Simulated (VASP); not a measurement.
# Br (Fm-3m) in VASP: single point with PBEsol

Aim: the single point of Br with PBEsol.

All numbers are computed with VASP 6.6.1; they aren't measurements. Logs are shortened: lines on timing, memory, paths and dates and some standing lists are left out, and cuts for length are marked.

## (1) The cell of the first run

It takes space group Fm-3m (No. 225, cubic). The conventional cell has a = 4.585 Å, b = 4.585 Å, c = 4.585 Å, α = 90.00°, β = 90.00°, γ = 90.00°. Br (site symmetry m-3m) has 12 Br at 3.24 Å within 4.3 Å.

## (2) Single point, PBEsol

Input file INCAR:

```
SYSTEM = Br
  PREC = Accurate
  ENCUT = 520
  EDIFF = 1E-6
  ISMEAR = -1
  SIGMA = 0.13605693000000002
  LREAL = .False.
  LASPH = .True.
  NELM = 80
  ALGO = Normal
  ISIF = 2
  LWAVE = .False.
  LCHARG = .False.
  GGA = PS
  NBANDS = 10
```

Input file KPOINTS:

```
Automatic mesh
0
Gamma
  12 12 12
  0 0 0
```

Input file POSCAR:

```
Br
1.0
    0.0000000000      2.2926038408      2.2926038408
    2.2926038408      0.0000000000      2.2926038408
    2.2926038408      2.2926038408      0.0000000000
Br
1
Direct
    0.0000000000      0.0000000000      0.0000000000
```

Potentials or basis: VASP PAW PBE potentials, release 64 (Br).

Launch:

```bash
$ cat potpaw_PBE.64/Br/POTCAR > POTCAR
$ mpirun -np 1 vasp_std > vasp.out
```

OUTCAR:

```text
SYSTEM = Br
   PREC = Accurate
   ENCUT = 520
   EDIFF = 1E-6
   ISMEAR = -1
   LREAL = .False.
   LASPH = .True.
   NELM = 80
   ISIF = 2
   GGA = PS

 ion  position               nearest neighbor table
   1  0.000  0.000  0.000-

  LATTYP: Found a face centered cubic cell.
 ALAT       =     4.5852076816

  Lattice vectors:

 A1 = (   0.0000000000,   2.2926038408,   2.2926038408)
 A2 = (   2.2926038408,   0.0000000000,   2.2926038408)
 A3 = (   2.2926038408,   2.2926038408,   0.0000000000)

Analysis of symmetry for initial positions (statically):
=====================================================================
 Subroutine PRICEL returns:
 Original cell was already a primitive cell.

 Routine SETGRP: Setting up the symmetry group for a
 face centered cubic supercell.

 Subroutine GETGRP returns: Found 48 space group operations
 (whereof 48 operations were pure point group operations)
 out of a pool of 48 trial point group operations.

The static configuration has the point symmetry O_h .

Analysis of symmetry for dynamics (positions and initial velocities):
=====================================================================
 Subroutine PRICEL returns:
 Original cell was already a primitive cell.

 Routine SETGRP: Setting up the symmetry group for a
 face centered cubic supercell.

 Subroutine GETGRP returns: Found 48 space group operations
 (whereof 48 operations were pure point group operations)
 out of a pool of 48 trial point group operations.

The dynamic configuration has the point symmetry O_h .

 Subroutine INISYM returns: Found 48 space group operations
 (whereof 48 operations are pure point group operations),
 and found     1 'primitive' translations

----------------------------------------------------------------------------------------

                                     Primitive cell

  volume of cell :      24.1000

  direct lattice vectors                    reciprocal lattice vectors
     0.000000000  2.292603841  2.292603841    -0.218092629  0.218092629  0.218092629
     2.292603841  0.000000000  2.292603841     0.218092629 -0.218092629  0.218092629
     2.292603841  2.292603841  0.000000000     0.218092629  0.218092629 -0.218092629

  length of vectors
     3.242231445  3.242231445  3.242231445     0.377747515  0.377747515  0.377747515

  position of ions in fractional coordinates (direct lattice)
     0.000000000  0.000000000  0.000000000

  ion indices of the primitive-cell ions
   primitive index   ion index
                 1           1

----------------------------------------------------------------------------------------

 KPOINTS: Automatic mesh

Automatic generation of k-mesh.
 Grid dimensions read from file:
 generate k-points for:   12   12   12

 Generating k-lattice:

  Cartesian coordinates                     Fractional coordinates (reciprocal lattice)
    -0.018174386  0.018174386  0.018174386     0.083333333  0.000000000  0.000000000
     0.018174386 -0.018174386  0.018174386     0.000000000  0.083333333  0.000000000
     0.018174386  0.018174386 -0.018174386     0.000000000  0.000000000  0.083333333

  Length of vectors
     0.031478960  0.031478960  0.031478960

  Shift w.r.t. Gamma in fractional coordinates (k-lattice)
     0.000000000  0.000000000  0.000000000

 Subroutine IBZKPT returns following result:
 ===========================================

 Found     72 irreducible k-points:

 Following reciprocal coordinates:
            Coordinates               Weight
  0.000000  0.000000  0.000000      1.000000
  0.083333  0.000000  0.000000      8.000000
  0.166667  0.000000  0.000000      8.000000
  0.250000  0.000000  0.000000      8.000000
  0.333333  0.000000  0.000000      8.000000
  0.416667  0.000000  0.000000      8.000000
[... 16 lines left out ...]
  0.500000  0.166667  0.000000     24.000000
 -0.416667  0.166667  0.000000     24.000000
 [... further k-points ...]
   k-points           NKPTS =     72   k-points in BZ     NKDIM =     72   number of bands    NBANDS=     10
   number of dos      NEDOS =    301   number of ions     NIONS =      1
   total plane-waves  NPLWV =  13824
   dimension x,y,z NGX =    24 NGY =   24 NGZ =   24
   dimension x,y,z NGXF=    48 NGYF=   48 NGZF=   48
   ions per type =               1
   NGX,Y,Z   is equivalent  to a cutoff of  12.31, 12.31, 12.31 a.u.
   NGXF,Y,Z  is equivalent  to a cutoff of  24.61, 24.61, 24.61 a.u.
 SYSTEM =  Br
   PREC   = accura    normal or accurate (medium, high low for compatibility)
   ISTART =      0    job   : 0-new  1-cont  2-samecut
   ICHARG =      2    charge: 1-file 2-atom 10-const
   ISPIN  =      1    spin polarized calculation?
   LNONCOLLINEAR =      F non collinear calculations
   LSORBIT =      F    spin-orbit coupling
   LASPH  =      T    aspherical Exc in radial PAW
   ENCUT  =  520.0 eV  38.22 Ry    6.18 a.u.   6.03  6.03  6.03*2*pi/ulx,y,z
   NELM   =     80;   NELMIN=  2; NELMDL= -5     # of ELM steps
   EDIFF  = 0.1E-05   stopping-criterion for ELM
   LREAL  =      F    real-space projection
   EDIFFG = 0.1E-04   stopping-criterion for IOM
   NSW    =      0    number of steps for IOM
   IBRION =     -1    ionic relax: 0-MD 1-quasi-New 2-CG
   NFREE  =      0    steps in history (QN), initial steepest desc. (CG)
   ISIF   =      2    stress and relaxation
   ISYM   =      2    0-nonsym 1-usesym 2-fastsym
   POTIM  = 0.5000    time-step for ionic-motion
   TEBEG  =    0.0;   TEEND  =   0.0 temperature during run
   PSTRESS=    0.0 pullay stress
   NELECT =       7.0000    total number of electrons
   NUPDOWN=      -1.0000    fix difference up-down
   EMIN   =  10.00;   EMAX   =-10.00  energy-range for DOS
   EFERMI =   0.00;   METHOD = LEGACY
   ISMEAR =    -1;   SIGMA  =   0.14  broadening in eV -4-tet -1-fermi 0-gaus
   EFERMI_NEDOS =   21; number of points for ismear=-14 and -15
   IALGO  =     38    algorithm
   IMIX   =      4    mixing-type and parameters
     AMIX     =   0.40;   BMIX     =  1.00
     AMIX_MAG =   1.60;   BMIX_MAG =  1.00
  volume/ion in A,a.u.               =      24.10       162.63
  Fermi-wavevector in a.u.,A,eV,Ry     =   1.084181  2.048805 15.992950  1.175449
  Thomas-Fermi vector in A             =   2.220265
   LORBIT       =      0    0 simple, 1 ext, 2 COOP (PROOUT), +10 PAW based schemes
   GGA     = PS    functional components
   LHFCALC =     F    Hartree Fock is set to
   AEXX    =    0.0000 exact exchange contribution
   IVDW    =     0    specifies the selected vdW correction
   LEPSILON=     F    determine dielectric tensor
   LRPA    =     F    only Hartree local field effects (RPA)
 non-spin polarized calculation
  energy-cutoff  :      520.00
  volume of cell :       24.10
 maximum number of plane-waves:       661
   NGX = 13   NGY = 13   NGZ = 13

 number of electron       6.9999998 magnetization

 Free energy of the ion-electron system (eV)
  ---------------------------------------------------
  ext. energy  EPLUGINS =         0.00000000
  ---------------------------------------------------
  free energy    TOTEN  =        -1.33079297 eV

  energy without entropy =       -1.24481965  energy(sigma->0) =       -1.28780631

 E-fermi :   2.4268     XC(G=0):  -9.9360

 val. band max:        2.4256144627   @ k =  -0.4167   0.1667   0.0000
 cond. band min:       2.4763624283   @ k =   0.5000   0.1667   0.0833
 fundamental gap:      0.0507479656
 Fermi energy:         2.4267958559

 k-point     1 :       0.0000    0.0000    0.0000
  band No.  band energies     occupation
      1     -13.4566      2.00000
      2       3.4717      0.00092
      3       3.4717      0.00092
      4       3.4717      0.00092
      5      10.7409      0.00000
      6      14.9188      0.00000
      7      14.9188      0.00000
      8      14.9188      0.00000
      9      18.9892      0.00000
     10      19.5044      0.00000

 k-point     2 :       0.0833    0.0000    0.0000
  band No.  band energies     occupation
      1     -13.3674      2.00000
      2       2.8616      0.07868
      3       3.4126      0.00143
      4       3.4126      0.00143
      5      11.2257      0.00000
      6      14.4944      0.00000
      7      15.0990      0.00000
      8      15.0990      0.00000
      9      18.9546      0.00000
     10      18.9546      0.00000

 k-point     3 :       0.1667    0.0000    0.0000
  band No.  band energies     occupation
      1     -13.1105      2.00000
      2       1.4787      1.99812
      3       3.2586      0.00442
      4       3.2586      0.00442
      5      11.8189      0.00000
      6      14.4081      0.00000
      7      15.4182      0.00000
      8      15.4182      0.00000
      9      18.2965      0.00000
     10      18.2965      0.00000

 k-point     4 :       0.2500    0.0000    0.0000
  band No.  band energies     occupation
      1     -12.7219      2.00000
      2      -0.0814      2.00000
      3       3.0641      0.01831
      4       3.0641      0.01831
      5      11.5399      0.00000
      6      15.2671      0.00000
      7      15.2671      0.00000
      8      15.6037      0.00000
      9      18.6913      0.00000
     10      18.6913      0.00000
[... 222 lines left out ...]
 k-point    22 :       0.4167    0.1667    0.0000
  band No.  band energies     occupation
      1     -11.9056      2.00000
      2      -1.6314      2.00000
      3       1.7549      1.98577
      4       2.2130      1.65604
      5      11.3879      0.00000
      6      13.3255      0.00000
      7      15.7708      0.00000
      8      16.1775      0.00000
      9      20.9698      0.00000
     10      22.7861      0.00000

 k-point    23 :       0.5000    0.1667    0.0000
  band No.  band energies     occupation
      1     -11.6168      2.00000
      2      -2.2957      2.00000
      3       1.3913      1.99901
      4       2.2599      1.54646
      5      11.3720      0.00000
      6      13.2237      0.00000
      7      15.6780      0.00000
      8      17.0836      0.00000
      9      21.0452      0.00000
     10      23.3745      0.00000

 k-point    24 :      -0.4167    0.1667    0.0000
  band No.  band energies     occupation
      1     -11.5741      2.00000
      2      -2.3792      2.00000
      3       1.1587      1.99982
      4       2.4256      1.00434
      5      11.6394      0.00000
      6      13.1653      0.00000
      7      15.3906      0.00000
      8      17.7641      0.00000
      9      21.4294      0.00000
     10      21.4686      0.00000

 [... further k-points ...]

------------------------ aborting loop because EDIFF is reached ----------------------------------------

  FORCE on cell =-STRESS in cart. coord.  units (eV):
  Direction    XX          YY          ZZ          XY          YZ          ZX
  --------------------------------------------------------------------------------------
  -------------------------------------------------------------------------------------
  Total       -0.0088067     -0.0088067     -0.0088067      0.0000000      0.0000000      0.0000000
  in kB       -0.5854716     -0.5854716     -0.5854716      0.0000000      0.0000000      0.0000000
  external PRESSURE =      -0.5854716 kB  Pullay stress =       0.0000000 kB

 VOLUME and BASIS-vectors are now :
 -----------------------------------------------------------------------------
  energy-cutoff  :      520.00
  volume of cell :       24.10
      direct lattice vectors                 reciprocal lattice vectors
     0.000000000  2.292603841  2.292603841    -0.218092629  0.218092629  0.218092629
     2.292603841  0.000000000  2.292603841     0.218092629 -0.218092629  0.218092629
     2.292603841  2.292603841  0.000000000     0.218092629  0.218092629 -0.218092629

 POSITION                                       TOTAL-FORCE (eV/Angst)
 -----------------------------------------------------------------------------------
      0.00000      0.00000      0.00000         0.000000      0.000000      0.000000
 -----------------------------------------------------------------------------------
    total drift:                                0.000000      0.000000      0.000000

  FREE ENERGIE OF THE ION-ELECTRON SYSTEM (eV)
  ---------------------------------------------------
  free  energy   TOTEN  =        -1.3307929709 eV

  energy  without entropy=       -1.2448196487  energy(sigma->0) =       -1.28780631
```

Run time: 6.8 s. Hardware: 1 thread of Intel Xeon 6975P-C, shared host; peak memory 0.14 GiB.

Results:

* Free energy: -1.3308 eV
* Pressure: -0.1 GPa

Caveat: the PAW data sets were made with another functional, which shifts forces and pressure a little; an odd number of electrons without spin polarisation forces a metal; a magnetic or distorted state may lie lower.
